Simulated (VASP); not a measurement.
# AlGa3N4 in VASP: a series of runs

Runs on AlGa3N4. Level: PBEsol. Tasks: single point.

Program: VASP 6.6.1. These are calculated values, not measurements. Logs are shortened: lines on timing, memory, paths and dates and some standing lists are left out, and cuts for length are marked.

## (1) The cell of the first run

The cell holds a disordered packing, 16 atoms: a = 5.844 Å, b = 5.834 Å, c = 5.864 Å, α = 87.46°, β = 89.85°, γ = 89.42°.

## (2) Single point, PBEsol

Contents of INCAR:

```
  PREC = Accurate
  ENCUT = 520
  EDIFF = 1E-6
  ISMEAR = -1
  SIGMA = 0.3275
  LREAL = Auto
  LASPH = T
  NELM = 60
  ALGO = Normal
  ISIF = 2
  LWAVE = F
  LCHARG = F
  GGA = PS
  ISYM = 0
  NBANDS = 76
```

Contents of KPOINTS:

```
regular mesh
0
Gamma
  1 1 1
```

Contents of POSCAR:

```
AlGa3N4
1.0
    5.8442820000      0.0295190000      0.0072460000
    0.0295190000      5.8328170000      0.1297100000
    0.0072460000      0.1297100000      5.8621710000
Al Ga N
2 6 8
Direct
    0.9977189926      0.6009100979      1.0178837293
    0.2217819298      0.9620256048      0.1573041160
    0.4230669588      0.2874920276      0.7274234863
    0.7878727523      0.0599554154      1.1233275619
    0.4822009768      0.8260701802      0.8004064379
    0.5791606469      0.8003980667      0.3621178517
    0.5071359327      0.3220881193      0.2548824050
   -0.0983107183      0.6292709670      0.5826816758
    0.9199575076      0.0792296382      0.4823513527
    0.3723389111      0.0039091605      0.5357452000
    0.4894901923      1.0637103603     -0.0331750331
    1.1109984475      0.8238867309      0.8932457544
    0.0692270119      1.2928360169      1.1143519391
    0.9243181056      0.2743913098      0.4465327085
    0.3195787189      0.6643088025      0.2331098560
    0.6650571260      0.4700814694      0.7993754752
```

Potentials or basis: VASP PAW PBE potentials, release 64 (Al, Ga_d, N).

Command:

```
> cat potpaw_PBE.64/Al/POTCAR potpaw_PBE.64/Ga_d/POTCAR potpaw_PBE.64/N/POTCAR > POTCAR
> mpirun -np 1 vasp_gam > vasp.out
```

OUTCAR:

```text
PREC = Accurate
   ENCUT = 520
   EDIFF = 1E-6
   ISMEAR = -1
   LREAL = Auto
   LASPH = T
   NELM = 60
   ISIF = 2
   GGA = PS
   ISYM = 0

 ion  position               nearest neighbor table
   1  0.998  0.601  0.018-  12 1.61  13 1.90  15 2.31  16 2.48   8 2.61   2 2.65   4 3.02
   2  0.222  0.962  0.157-  15 1.86  12 1.90  11 2.00  13 2.12  10 2.41   6 2.56   4 2.60   1 2.65
                             5 2.73   7 2.78
   3  0.423  0.287  0.727-  16 1.84  11 1.91  10 2.07   5 2.73   7 2.81
   4  0.788  0.060  0.123-  11 1.97  13 2.14   9 2.25   6 2.36   7 2.38   2 2.60   1 3.02
   5  0.482  0.826  0.800-  11 1.73  10 1.94  12 2.24  16 2.33   6 2.64   3 2.73   2 2.73
   6  0.579  0.800  0.362-  15 1.89  10 1.99   4 2.36   8 2.47   2 2.56   5 2.64
   7  0.507  0.322  0.255-  15 2.27  11 2.32   4 2.38   2 2.78   3 2.81
   8  0.902  0.629  0.583-  16 2.07  14 2.25   6 2.47   1 2.61
   9  0.920  0.079  0.482-  14 1.15   4 2.25
  10  0.372  0.004  0.536-   5 1.94   6 1.99   3 2.07   2 2.41
  11  0.489  0.064  0.967-   5 1.73   3 1.91   4 1.97   2 2.00   7 2.32
  12  0.111  0.824  0.893-   1 1.61   2 1.90   5 2.24
  13  0.069  0.293  0.114-   1 1.90   2 2.12   4 2.14
  14  0.924  0.274  0.447-   9 1.15   8 2.25
  15  0.320  0.664  0.233-   2 1.86   6 1.89   7 2.27   1 2.31
  16  0.665  0.470  0.799-   3 1.84   8 2.07   5 2.33   1 2.48

IMPORTANT INFORMATION: All symmetrisations will be switched off!
NOSYMM: (Re-)initialisation of all symmetry stuff for point group C_1.

----------------------------------------------------------------------------------------

                                     Primitive cell

  volume of cell :     199.7297

  direct lattice vectors                    reciprocal lattice vectors
     5.844282000  0.029519000  0.007246000     0.171112008 -0.000861692 -0.000192439
     0.029519000  5.832817000  0.129710000    -0.000861692  0.171532487 -0.003794368
     0.007246000  0.129710000  5.862171000    -0.000192439 -0.003794368  0.170669460

  length of vectors
     5.844361040  5.834333742  5.863610323     0.171114286  0.171576612  0.170711742

  position of ions in fractional coordinates (direct lattice)
     0.997718993  0.600910098  0.017883729
     0.221781930  0.962025605  0.157304116
     0.423066959  0.287492028  0.727423486
     0.787872752  0.059955415  0.123327562
     0.482200977  0.826070180  0.800406438
     0.579160647  0.800398067  0.362117852
[... 8 lines left out ...]
     0.319578719  0.664308803  0.233109856
     0.665057126  0.470081469  0.799375475

  ion indices of the primitive-cell ions
   primitive index   ion index
                 1           1
                 2           2
                 3           3
                 4           4
                 5           5
                 6           6
[... 8 lines left out ...]
                15          15
                16          16

----------------------------------------------------------------------------------------

 KPOINTS: regular mesh

Automatic generation of k-mesh.
 Grid dimensions read from file:
 generate k-points for:    1    1    1

 Generating k-lattice:

  Cartesian coordinates                     Fractional coordinates (reciprocal lattice)
     0.171112008 -0.000861692 -0.000192439     1.000000000 -0.000000000  0.000000000
    -0.000861692  0.171532487 -0.003794368     0.000000000  1.000000000 -0.000000000
    -0.000192439 -0.003794368  0.170669460     0.000000000  0.000000000  1.000000000

  Length of vectors
     0.171114286  0.171576612  0.170711742

  Shift w.r.t. Gamma in fractional coordinates (k-lattice)
     0.000000000  0.000000000  0.000000000

 Subroutine IBZKPT returns following result:
 ===========================================

 Found      1 irreducible k-points:

 Following reciprocal coordinates:
            Coordinates               Weight
  0.000000  0.000000  0.000000      1.000000
   k-points           NKPTS =      1   k-points in BZ     NKDIM =      1   number of bands    NBANDS=     76
   number of dos      NEDOS =    301   number of ions     NIONS =     16
   total plane-waves  NPLWV = 110592
   dimension x,y,z NGX =    48 NGY =   48 NGZ =   48
   dimension x,y,z NGXF=    96 NGYF=   96 NGZF=   96
   ions per type =               2   6   8
   NGX,Y,Z   is equivalent  to a cutoff of  13.65, 13.68, 13.61 a.u.
   NGXF,Y,Z  is equivalent  to a cutoff of  27.31, 27.35, 27.22 a.u.
 SYSTEM =  unknown system
   PREC   = accura    normal or accurate (medium, high low for compatibility)
   ISTART =      0    job   : 0-new  1-cont  2-samecut
   ICHARG =      2    charge: 1-file 2-atom 10-const
   ISPIN  =      1    spin polarized calculation?
   LNONCOLLINEAR =      F non collinear calculations
   LSORBIT =      F    spin-orbit coupling
   LASPH  =      T    aspherical Exc in radial PAW
   ENCUT  =  520.0 eV  38.22 Ry    6.18 a.u.  10.87 10.85 10.90*2*pi/ulx,y,z
   NELM   =     60;   NELMIN=  2; NELMDL= -5     # of ELM steps
   EDIFF  = 0.1E-05   stopping-criterion for ELM
   LREAL  =      T    real-space projection
   EDIFFG = 0.1E-04   stopping-criterion for IOM
   NSW    =      0    number of steps for IOM
   IBRION =     -1    ionic relax: 0-MD 1-quasi-New 2-CG
   NFREE  =      0    steps in history (QN), initial steepest desc. (CG)
   ISIF   =      2    stress and relaxation
   ISYM   =      0    0-nonsym 1-usesym 2-fastsym
   POTIM  = 0.5000    time-step for ionic-motion
   TEBEG  =    0.0;   TEEND  =   0.0 temperature during run
   PSTRESS=    0.0 pullay stress
   NELECT =     124.0000    total number of electrons
   NUPDOWN=      -1.0000    fix difference up-down
   EMIN   =  10.00;   EMAX   =-10.00  energy-range for DOS
   EFERMI =   0.00;   METHOD = LEGACY
   ISMEAR =    -1;   SIGMA  =   0.33  broadening in eV -4-tet -1-fermi 0-gaus
   EFERMI_NEDOS =   21; number of points for ismear=-14 and -15
   IALGO  =     38    algorithm
   IMIX   =      4    mixing-type and parameters
     AMIX     =   0.40;   BMIX     =  1.00
     AMIX_MAG =   1.60;   BMIX_MAG =  1.00
  volume/ion in A,a.u.               =      12.48        84.24
  Fermi-wavevector in a.u.,A,eV,Ry     =   1.396587  2.639166 26.537538  1.950454
  Thomas-Fermi vector in A             =   2.519926
   LORBIT       =      0    0 simple, 1 ext, 2 COOP (PROOUT), +10 PAW based schemes
   GGA     = PS    functional components
   LHFCALC =     F    Hartree Fock is set to
   AEXX    =    0.0000 exact exchange contribution
   IVDW    =     0    specifies the selected vdW correction
   LEPSILON=     F    determine dielectric tensor
   LRPA    =     F    only Hartree local field effects (RPA)
 non-spin polarized calculation
  energy-cutoff  :      520.00
  volume of cell :      199.73
 maximum number of plane-waves:      2684
 NGX is ok and might be reduce to    42
   NGX = 21   NGY = 21   NGZ = 21

 number of electron     124.0000007 magnetization

 Free energy of the ion-electron system (eV)
  ---------------------------------------------------
  ext. energy  EPLUGINS =         0.00000000
  ---------------------------------------------------
  free energy    TOTEN  =       -90.95099341 eV

  energy without entropy =      -89.63658296  energy(sigma->0) =      -90.29378818

 E-fermi :   5.5543     XC(G=0): -11.2296

 val. band max:        5.2200275810   @ k =   0.0000   0.0000   0.0000
 cond. band min:       5.7912195283   @ k =   0.0000   0.0000   0.0000
 fundamental gap:      0.5711919474
 Fermi energy:         5.5542869891

 k-point     1 :       0.0000    0.0000    0.0000
  band No.  band energies     occupation
      1     -17.5283      2.00000
      2     -11.9547      2.00000
      3     -10.5617      2.00000
      4     -10.2091      2.00000
      5     -10.1117      2.00000
      6      -9.7341      2.00000
[... 66 lines left out ...]
     73      10.1673      0.00000
     74      10.6698      0.00000
 [bands above 74 left out]

------------------------ aborting loop because EDIFF is reached ----------------------------------------

  FORCE on cell =-STRESS in cart. coord.  units (eV):
  Direction    XX          YY          ZZ          XY          YZ          ZX
  --------------------------------------------------------------------------------------
  -------------------------------------------------------------------------------------
  Total       -4.0446450     11.9698923     19.6785854      4.4117606     -3.0716305     -0.9629606
  in kB      -32.4450460     96.0192320    157.8562789     35.3899477    -24.6397874     -7.7246091
  external PRESSURE =      73.8101550 kB  Pullay stress =       0.0000000 kB

 VOLUME and BASIS-vectors are now :
 -----------------------------------------------------------------------------
  energy-cutoff  :      520.00
  volume of cell :      199.73
      direct lattice vectors                 reciprocal lattice vectors
     5.844282000  0.029519000  0.007246000     0.171112008 -0.000861692 -0.000192439
     0.029519000  5.832817000  0.129710000    -0.000861692  0.171532487 -0.003794368
     0.007246000  0.129710000  5.862171000    -0.000192439 -0.003794368  0.170669460

 POSITION                                       TOTAL-FORCE (eV/Angst)
 -----------------------------------------------------------------------------------
      5.84882      3.53677      0.19001        -2.019051     -7.141872      3.611053
      1.32569      5.63827      1.04854         0.163088      1.905818     -0.209096
      2.48628      1.78373      4.30464        -1.084121     -0.025187     -0.816346
      4.60721      0.38896      0.73645         1.491134      0.505795     -2.303663
      2.84830      4.93637      4.80276        -1.035566     -5.291890     -1.780603
      3.41103      4.73264      2.23081         0.637537     -1.575403      0.343265
[... 8 lines left out ...]
      1.88901      3.91446      1.45501         0.530072     -1.761319      0.760391
      3.90645      2.86522      4.75187         1.256612      3.748013     -0.137557
 -----------------------------------------------------------------------------------
    total drift:                                0.003228      0.002490     -0.006417

  FREE ENERGIE OF THE ION-ELECTRON SYSTEM (eV)
  ---------------------------------------------------
  free  energy   TOTEN  =       -90.9509934099 eV

  energy  without entropy=      -89.6365829571  energy(sigma->0) =      -90.29378818
```

Wall time 92 s (1 thread of AMD EPYC 7R13, shared host); peak memory 0.31 GiB.

What came out:

| Quantity | Value |
| --- | --- |
| Free energy | -90.9510 eV |
| Pressure | 7.4 GPa |
| Largest force | 8.254 eV/Å |

Forces on the atoms (eV/Å):
```
Al  -2.019 -7.142  3.611
Al   0.163  1.906 -0.209
Ga  -1.084 -0.025 -0.816
Ga   1.491  0.506 -2.304
Ga  -1.036 -5.292 -1.781
Ga   0.638 -1.575  0.343
Ga  -1.889  3.373  0.275
Ga   0.033 -0.608  0.179
N   -0.162  1.076  0.700
N   -0.059  0.247 -1.128
N    1.062  2.430  2.968
N    0.279  4.604 -4.370
N   -0.121 -1.314 -0.019
N    0.918 -0.171  1.927
N    0.530 -1.761  0.760
N    1.257  3.748 -0.138
```

Levels at points of the mesh, in eV from the Fermi level:
| k point | band 59 | band 60 | band 61 | band 62 | band 63 | band 64 | band 65 | band 66 |
| --- | --- | --- | --- | --- | --- | --- | --- | --- |
| (0.00, 0.00, 0.00) | -1.59 | -1.11 | -0.81 | -0.33 | 0.24 | 1.06 | 1.31 | 1.79 |

Caveat: the k points lie up to 1.08 Å⁻¹ apart, too coarse for converged energies, forces and pressures; the standard files for N, O and F lose accuracy on very short bonds; the atoms stand as in a frame of molecular dynamics; so wide a smearing shifts energies and pressures; the PAW data sets were made with another functional, which shifts forces and pressure a little.

## (3) Single point, PBEsol

Contents of INCAR:

```
PREC = Accurate
ENCUT = 520
EDIFF = 1E-7
ISMEAR = -1
SIGMA = 0.3275
LREAL = Auto
LASPH = T
NELM = 60
ALGO = Normal
ISIF = 2
LWAVE = F
LCHARG = T
GGA = PS
LELF = T
LVHAR = T
ISYM = 0
NBANDS = 76
```

KPOINTS is that of step 2.

Contents of POSCAR:

```
AlGa3N4
1.0
    5.8442820000      0.0295190000      0.0072460000
    0.0295190000      5.8328170000      0.1297100000
    0.0072460000      0.1297100000      5.8621710000
Al Ga N
2 6 8
Direct
    0.9654242625      0.4314717054      1.5408152271
    0.1809851973      0.9694915617      0.4209284974
    0.4190243881      0.1522856184      0.7147380692
    0.7012449114     -0.0330577537      1.3230497201
    0.3257737485      0.6385219142      0.8463727459
    0.9392032161      0.8307724694      0.7099057732
    0.4529223470      0.4417850498      0.3254246909
    0.0206917849      0.6455494127      1.1108751098
    0.7243886829      0.4373590970      0.8429280263
    0.4899363292     -0.1303763541      0.6144783286
    0.3294627736      1.0983030127      0.1879431407
    1.2337819310      1.1399190114      1.0049957808
   -0.0489046407      1.1349719915      1.5309512715
    0.6967692981      0.2561964758      0.9043705762
    0.2647642737      0.4256908003      0.6076392457
    0.7550383835      0.5786354378      1.3218364304
```

Potentials or basis: VASP PAW PBE potentials, release 64 (Al, Ga_d, N).

Command:

```
> cat potpaw_PBE.64/Al/POTCAR potpaw_PBE.64/Ga_d/POTCAR potpaw_PBE.64/N/POTCAR > POTCAR
> mpirun -np 1 vasp_gam > vasp.out
```

OUTCAR:

```text
PREC = Accurate
   ENCUT = 520
   EDIFF = 1E-7
   ISMEAR = -1
   LREAL = Auto
   LASPH = T
   NELM = 60
   ISIF = 2
   GGA = PS
   ISYM = 0

 ion  position               nearest neighbor table
   1  0.965  0.431  0.541-  13 1.74  15 1.79  16 1.95   9 2.26   6 2.58   8 2.78   5 3.06   2 3.07
                             7 3.11
   2  0.181  0.969  0.421-  11 1.76  13 1.78  10 2.20   6 2.33   3 2.50   8 2.85   4 2.86   1 3.07
                             4 3.09
   3  0.419  0.152  0.715-  10 1.82  15 1.91  12 2.01  14 2.08   2 2.50   7 2.79
[... 254 lines left out ...]
  Total        2.7159669     18.0638530     19.0506384      9.8895579     -2.0470044     -1.8654485
  in kB       21.7867503    144.9033329    152.8190582     79.3313534    -16.4205147    -14.9641226
  external PRESSURE =     106.5030471 kB  Pullay stress =       0.0000000 kB

 VOLUME and BASIS-vectors are now :
 -----------------------------------------------------------------------------
  energy-cutoff  :      520.00
  volume of cell :      199.73
      direct lattice vectors                 reciprocal lattice vectors
     5.844282000  0.029519000  0.007246000     0.171112008 -0.000861692 -0.000192439
     0.029519000  5.832817000  0.129710000    -0.000861692  0.171532487 -0.003794368
     0.007246000  0.129710000  5.862171000    -0.000192439 -0.003794368  0.170669460

 POSITION                                       TOTAL-FORCE (eV/Angst)
 -----------------------------------------------------------------------------------
      5.65887      2.61534      3.23331        -1.354208      1.891322     -0.379878
      1.08940      5.71481      2.59462         0.598279     -2.863024     -1.026125
      2.45857      0.99333      4.21271        -0.305503      0.621299      2.659046
      4.12916      5.70260      2.02428         0.243653     -0.455367     -0.324942
      1.92889      3.84378      5.04677         1.599354      0.538127     -0.717173
      5.51864      4.96555      4.27615        -1.799178      0.524241      2.299713
[... 8 lines left out ...]
      1.56433      2.56961      3.61922         2.376218      0.042439     -0.118318
      4.43207      3.43911      1.96719        -0.252742     -0.196524     -0.040165
 -----------------------------------------------------------------------------------
    total drift:                                0.005342     -0.000937      0.004772

  FREE ENERGIE OF THE ION-ELECTRON SYSTEM (eV)
  ---------------------------------------------------
  free  energy   TOTEN  =       -93.8673139862 eV

  energy  without entropy=      -91.9982057823  energy(sigma->0) =      -92.93275988
```

stdout:

```text
POSCAR found type information on POSCAR AlGaN
 POSCAR found :  3 types and      16 ions
 scaLAPACK will be used
 -----------------------------------------------------------------------------
|                                                                             |
|                                                                             |
|     You enforced a specific xc type in the INCAR file but a different       |
|     I HOPE YOU KNOW WHAT YOU ARE DOING!                                     |
|                                                                             |
 -----------------------------------------------------------------------------

 LDA part: xc-table for (Slater+PW92), standard interpolation
 POSCAR, INCAR and KPOINTS ok, starting setup
 FFT: planning ... GRIDC
 FFT: planning ... GRID_SOFT
 FFT: planning ... GRID
 WAVECAR not read
 entering main loop
```

Run time: 1.9 min. Hardware: 1 thread of AMD EPYC 7R13, shared host; peak memory 0.31 GiB.

Results:

```
Free energy   : -93.8673 eV
Pressure      : 10.7 GPa
Largest force : 7.970 eV/Å
```

Forces in eV/Å, atoms in the order of the input:
```
Al  -1.354  1.891 -0.380
Al   0.598 -2.863 -1.026
Ga  -0.306  0.621  2.659
Ga   0.244 -0.455 -0.325
Ga   1.599  0.538 -0.717
Ga  -1.799  0.524  2.300
Ga   0.360  1.067 -0.726
Ga  -1.131  1.556  0.600
N    1.680  7.332 -1.700
N    0.077 -0.040 -0.248
N    2.131 -0.284  0.958
N   -0.569  0.070 -3.431
N   -1.982 -2.375 -0.161
N   -1.672 -7.428  2.356
N    2.376  0.042 -0.118
N   -0.253 -0.197 -0.040
```

Stress tensor (GPa, compression positive):
```
 2.18  7.93 -1.50
 7.93 14.49 -1.64
-1.50 -1.64 15.28
```

Levels at points of the mesh, in eV from the Fermi level:
```csv
k point,band 58,band 59,band 60,band 61,band 62,band 63,band 64,band 65,band 66,band 67
"(0.00, 0.00, 0.00)",-2.45,-1.91,-1.04,-0.47,-0.05,0.04,0.61,0.88,1.24,1.72
```

Caveat: the k points lie up to 1.08 Å⁻¹ apart, too coarse for converged energies, forces and pressures; the standard files for N, O and F lose accuracy on very short bonds; the atoms stand as in a frame of molecular dynamics; so wide a smearing shifts energies and pressures; the PAW data sets were made with another functional, which shifts forces and pressure a little.

[end of part 1 of 2]
